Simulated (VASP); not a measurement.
# BN (Cm) in VASP: a series of runs

Runs on BN. Level: PBE+D3(BJ). Tasks: phonons.

Program: VASP 6.6.1. These are calculated values, not measurements. Logs are shortened: lines on timing, memory, paths and dates and some standing lists are left out, and cuts for length are marked.

## Step 1: The cell of the first run

The typed cell holds 2 atoms: a = 2.506 Å, b = 2.506 Å, c = 3.596 Å, α = 90.08°, β = 110.31°, γ = 120.00°.

## Step 2: Phonons, PBE+D3(BJ)

Contents of INCAR:

```
ALGO = Normal ; EDIFF = 1E-8
ENCUT = 520 ; GGA = PE
IBRION = 6 ; ISIF = 2
ISMEAR = 0 ; IVDW = 12
LASPH = True ; LCHARG = True
LREAL = False ; LWAVE = False
NELM = 80 ; NFREE = 2
NSW = 1 ; POTIM = 0.015
PREC = Accurate ; SIGMA = 0.01
```

Contents of KPOINTS:

```
k-points
0
Gamma
  12 12 12
```

Contents of POSCAR:

```
BN
1.0
    2.4950430234      0.0021921650     -0.2351082271
   -1.2383183159      2.1660608111      0.2350929267
   -0.9368797252     -0.9052854192      3.3513133633
B N
1 1
Direct
    0.9910387840      0.9914237067     -0.0061515093
    0.6571102160      0.3244602933      0.9929565093
```

Potentials or basis: VASP PAW PBE potentials, release 64 (B, N).

On the command line:

```bash
> cat potpaw_PBE.64/B/POTCAR potpaw_PBE.64/N/POTCAR > POTCAR
> mpirun -np 1 vasp_std > vasp.out
```

OUTCAR:

```text
EDIFF = 1E-8
   ENCUT = 520
   GGA = PE
   IBRION = 6
   ISIF = 2
   ISMEAR = 0
   IVDW = 12
   LASPH = True
   LREAL = False
   NELM = 80
   NFREE = 2
   NSW = 1
   POTIM = 0.015
   PREC = Accurate
 IVDW          = 12

 ion  position               nearest neighbor table
   1  0.991  0.991  0.994-   2 1.45   2 1.45   2 1.45
   2  0.657  0.324  0.993-   1 1.45   1 1.45   1 1.45

  LATTYP: Found a base centered monoclinic cell.
 ALAT       =     4.3406685582
 B/A-ratio  =     0.5773599268
 C/A-ratio  =     0.8291792350
 COS(beta)  =    -0.4036458222

  Lattice vectors:

 A1 = (  -1.2383183159,   2.1660608111,   0.2350929267)
 A2 = (  -2.4950430234,  -0.0021921650,   0.2351082271)
 A3 = (   1.5581632982,  -0.9030932542,   3.1162051362)

Analysis of symmetry for initial positions (statically):
=====================================================================
 Subroutine PRICEL returns:
 Original cell was already a primitive cell.

 Routine SETGRP: Setting up the symmetry group for a
 base centered monoclinic supercell.

 Subroutine GETGRP returns: Found  2 space group operations
 (whereof  1 operations were pure point group operations)
 out of a pool of  4 trial point group operations.

The static configuration has the point symmetry C_1 .
 The point group associated with its full space group is C_1h.

Analysis of symmetry for dynamics (positions and initial velocities):
=====================================================================
 Subroutine PRICEL returns:
 Original cell was already a primitive cell.

 Routine SETGRP: Setting up the symmetry group for a
 base centered monoclinic supercell.

 Subroutine GETGRP returns: Found  2 space group operations
 (whereof  1 operations were pure point group operations)
 out of a pool of  4 trial point group operations.

The dynamic configuration has the point symmetry C_1 .
 The point group associated with its full space group is C_1h.

 Subroutine INISYM returns: Found  2 space group operations
 (whereof  1 operations are pure point group operations),
 and found     1 'primitive' translations

----------------------------------------------------------------------------------------

                                     Primitive cell

  volume of cell :      17.9108

  direct lattice vectors                    reciprocal lattice vectors
     2.495043023  0.002192165 -0.235108227     0.417176232  0.219405677  0.175891852
    -1.238318316  2.166060811  0.235092927     0.011473134  0.454551829  0.125994810
    -0.936879725 -0.905285419  3.351313363     0.028461770 -0.016494381  0.301891534

  length of vectors
     2.506096641  2.506096641  3.595634376     0.503103174  0.471830150  0.303678507

  position of ions in fractional coordinates (direct lattice)
     0.991038784  0.991423707  0.993848491
     0.657110216  0.324460293  0.992956509

  ion indices of the primitive-cell ions
   primitive index   ion index
                 1           1
                 2           2

----------------------------------------------------------------------------------------

 KPOINTS: k-points

Automatic generation of k-mesh.
 Grid dimensions read from file:
 generate k-points for:   12   12   12

 Generating k-lattice:

  Cartesian coordinates                     Fractional coordinates (reciprocal lattice)
     0.034764686  0.018283806  0.014657654     0.083333333  0.000000000  0.000000000
     0.000956095  0.037879319  0.010499567     0.000000000  0.083333333  0.000000000
     0.002371814 -0.001374532  0.025157628    -0.000000000  0.000000000  0.083333333

  Length of vectors
     0.041925264  0.039319179  0.025306542

  Shift w.r.t. Gamma in fractional coordinates (k-lattice)
     0.000000000  0.000000000  0.000000000

 Subroutine IBZKPT returns following result:
 ===========================================

 Found    476 irreducible k-points:

 Following reciprocal coordinates:
            Coordinates               Weight
  0.000000  0.000000  0.000000      1.000000
  0.083333  0.000000 -0.000000      4.000000
  0.166667  0.000000  0.000000      4.000000
  0.250000  0.000000 -0.000000      4.000000
  0.333333  0.000000 -0.000000      4.000000
  0.416667  0.000000 -0.000000      4.000000
[... 16 lines left out ...]
  0.250000  0.166667 -0.000000      4.000000
  0.333333  0.166667 -0.000000      4.000000
 [... further k-points ...]
   k-points           NKPTS =    476   k-points in BZ     NKDIM =    476   number of bands    NBANDS=      8
   number of dos      NEDOS =    301   number of ions     NIONS =      2
   total plane-waves  NPLWV =  11200
   dimension x,y,z NGX =    20 NGY =   20 NGZ =   28
   dimension x,y,z NGXF=    40 NGYF=   40 NGZF=   56
   ions per type =               1   1
   NGX,Y,Z   is equivalent  to a cutoff of  13.27, 13.27, 12.95 a.u.
   NGXF,Y,Z  is equivalent  to a cutoff of  26.53, 26.53, 25.89 a.u.
 SYSTEM =  unknown system
   PREC   = accura    normal or accurate (medium, high low for compatibility)
   ISTART =      0    job   : 0-new  1-cont  2-samecut
   ICHARG =      2    charge: 1-file 2-atom 10-const
   ISPIN  =      1    spin polarized calculation?
   LNONCOLLINEAR =      F non collinear calculations
   LSORBIT =      F    spin-orbit coupling
   LASPH  =      T    aspherical Exc in radial PAW
   ENCUT  =  520.0 eV  38.22 Ry    6.18 a.u.   4.66  4.66  6.69*2*pi/ulx,y,z
   NELM   =     80;   NELMIN=  2; NELMDL= -5     # of ELM steps
   EDIFF  = 0.1E-07   stopping-criterion for ELM
   LREAL  =      F    real-space projection
   EDIFFG = 0.1E-06   stopping-criterion for IOM
   NSW    =     61    number of steps for IOM
   IBRION =      6    ionic relax: 0-MD 1-quasi-New 2-CG
   NFREE  =      2    steps in history (QN), initial steepest desc. (CG)
   ISIF   =      2    stress and relaxation
   ISYM   =      2    0-nonsym 1-usesym 2-fastsym
   POTIM  = 0.0150    time-step for ionic-motion
   TEBEG  =    0.0;   TEEND  =   0.0 temperature during run
   PSTRESS=    0.0 pullay stress
   NELECT =       8.0000    total number of electrons
   NUPDOWN=      -1.0000    fix difference up-down
   EMIN   =  10.00;   EMAX   =-10.00  energy-range for DOS
   EFERMI =   0.00;   METHOD = LEGACY
   ISMEAR =     0;   SIGMA  =   0.01  broadening in eV -4-tet -1-fermi 0-gaus
   EFERMI_NEDOS =   21; number of points for ismear=-14 and -15
   IALGO  =     38    algorithm
   IMIX   =      4    mixing-type and parameters
     AMIX     =   0.40;   BMIX     =  1.00
     AMIX_MAG =   1.60;   BMIX_MAG =  1.00
  volume/ion in A,a.u.               =       8.96        60.43
  Fermi-wavevector in a.u.,A,eV,Ry     =   1.251410  2.364822 21.307083  1.566026
  Thomas-Fermi vector in A             =   2.385359
   LORBIT       =      0    0 simple, 1 ext, 2 COOP (PROOUT), +10 PAW based schemes
   GGA     = PE    functional components
   LHFCALC =     F    Hartree Fock is set to
   AEXX    =    0.0000 exact exchange contribution
   IVDW    =    12    specifies the selected vdW correction
   LEPSILON=     F    determine dielectric tensor
   LRPA    =     F    only Hartree local field effects (RPA)
 finite differences with symmetry
 non-spin polarized calculation
 Gauss-broadening in eV      SIGMA  =   0.01
  energy-cutoff  :      520.00
  volume of cell :       17.91
 maximum number of plane-waves:       504
   NGX =  9   NGY =  9   NGZ = 13

--------------------------------------- Ionic step        1  -------------------------------------------

 number of electron       8.0000000 magnetization

 Free energy of the ion-electron system (eV)
  ---------------------------------------------------
  ext. energy  EPLUGINS =         0.00000000
  ---------------------------------------------------
  free energy    TOTEN  =       -17.57480533 eV

  energy without entropy =      -17.57480533  energy(sigma->0) =      -17.57480533

------------------------ aborting loop because EDIFF is reached ----------------------------------------

 Edisp (eV)   -0.28479

 E8    (eV) :    -0.0835
[... 311 lines left out ...]
--------------------------------------- Ionic step        9  -------------------------------------------

 number of electron       8.0000000 magnetization

 Free energy of the ion-electron system (eV)
  ---------------------------------------------------
  ext. energy  EPLUGINS =         0.00000000
  ---------------------------------------------------
  free energy    TOTEN  =       -17.57335536 eV

  energy without entropy =      -17.57335536  energy(sigma->0) =      -17.57335536

 E-fermi :   2.3387     XC(G=0): -10.1289

 val. band max:        2.2967663758   @ k =   0.3333   0.3333  -0.0000
 cond. band min:       6.5293854129   @ k =   0.5000   0.5000   0.5000
 fundamental gap:      4.2326190371
 Fermi energy:         2.3387222387

 k-point     1 :       0.0000    0.0000    0.0000
  band No.  band energies     occupation
      1     -15.4677      2.00000
      2      -1.7090      2.00000
      3       1.0027      2.00000
      4       1.0403      2.00000
      5       7.6135      0.00000
      6      13.9293      0.00000
      7      13.9792      0.00000
      8      15.4324      0.00000
[... 243 lines left out ...]
 k-point    24 :       0.3333    0.1667   -0.0000
  band No.  band energies     occupation
      1     -12.3023      2.00000
      2      -5.6525      2.00000
      3      -3.0045      2.00000
      4       1.0870      2.00000
      5       7.4383      0.00000
      6      13.9358      0.00000
      7      15.7923      0.00000
      8      19.0726      0.00000

 [... further k-points ...]

------------------------ aborting loop because EDIFF is reached ----------------------------------------

 Edisp (eV)   -0.28479

 E8    (eV) :    -0.0835
[... 25 lines left out ...]
  FREE ENERGIE OF THE ION-ELECTRON SYSTEM (eV)
  ---------------------------------------------------
  free  energy   TOTEN  =       -17.8581409146 eV

  energy  without entropy=      -17.8581409146  energy(sigma->0) =      -17.85814091

 INTERNAL STRAIN TENSORS FROM DISPLACED ATOMS
 ============================================

 INTERNAL STRAIN TENSOR FOR ION    1 for displacements in x,y,z  (eV/Angst):
          X           Y           Z          XY          YZ          ZX
  --------------------------------------------------------------------------------
  x     0.16260    -0.02130    -0.16802    12.25393    -1.15569     0.64021
  y    12.24755   -12.32946     0.09740    -0.03232    -0.68369    -1.15567
  z     0.74774    -0.57065    -0.44326    -1.15086     0.10376    -0.17900

 INTERNAL STRAIN TENSOR FOR ION    2 for displacements in x,y,z  (eV/Angst):
          X           Y           Z          XY          YZ          ZX
  --------------------------------------------------------------------------------
  x    -0.16623     0.01936     0.16470   -12.24282     1.15414    -0.64101
  y   -12.23587    12.32101    -0.09547     0.03137     0.68112     1.15412
  z    -0.74996     0.56838     0.43776     1.15082    -0.10298     0.17764

 Eigenvectors and eigenvalues of the dynamical matrix
 ----------------------------------------------------

   1 f  =   40.580308 THz   254.973595 2PiTHz 1353.613374 cm-1   167.826594 meV
             X         Y         Z           dx          dy          dz
      0.313870  1.249940  3.330773    -0.376692   -0.649917    0.000004
      0.307452 -0.194668  3.249495     0.331005    0.571093   -0.000004
[... 21 lines left out ...]
   6 f/i=    0.000958 THz     0.006022 2PiTHz    0.031970 cm-1     0.003964 meV
             X         Y         Z           dx          dy          dz
      0.313870  1.249940  3.330773     0.521527   -0.302277    0.268952
      0.307452 -0.194668  3.249495     0.593534   -0.344012    0.306065

 ELASTIC MODULI CONTR FROM IONIC RELAXATION (kBar)
 Direction    XX          YY          ZZ          XY          YZ          ZX
 --------------------------------------------------------------------------------
 XX        -327.4526    329.2423     -1.5773     -1.6579     18.4096     30.8544
 YY         329.2423   -331.3522      2.2628     -1.7449    -18.2424    -31.1429
 ZZ          -1.5773      2.2628     -1.5399      3.3508     -0.1044      0.1802
 XY          -1.6579     -1.7449      3.3508   -329.3733     30.9956    -17.6014
 YZ          18.4096    -18.2424     -0.1044     30.9956     -3.9443     -0.0564
 ZX          30.8544    -31.1429      0.1802    -17.6014     -0.0564     -3.8796
 --------------------------------------------------------------------------------
```

Wall time 4.6 min (1 thread of Intel Xeon Platinum 8559C (Emerald Rapids), shared host); peak memory 0.43 GiB.

Results:

```
Highest phonon frequency at Γ, LO-TO splitting left out : 1354 cm⁻¹
Dispersion energy per atom                              : -0.142 eV
```

Phonon frequencies in cm⁻¹ (negative: imaginary):
```
              q point          frequencies
(0.000, 0.000, 0.000)  0 0 0 749 1354 1354
```

[end of part 1 of 2]
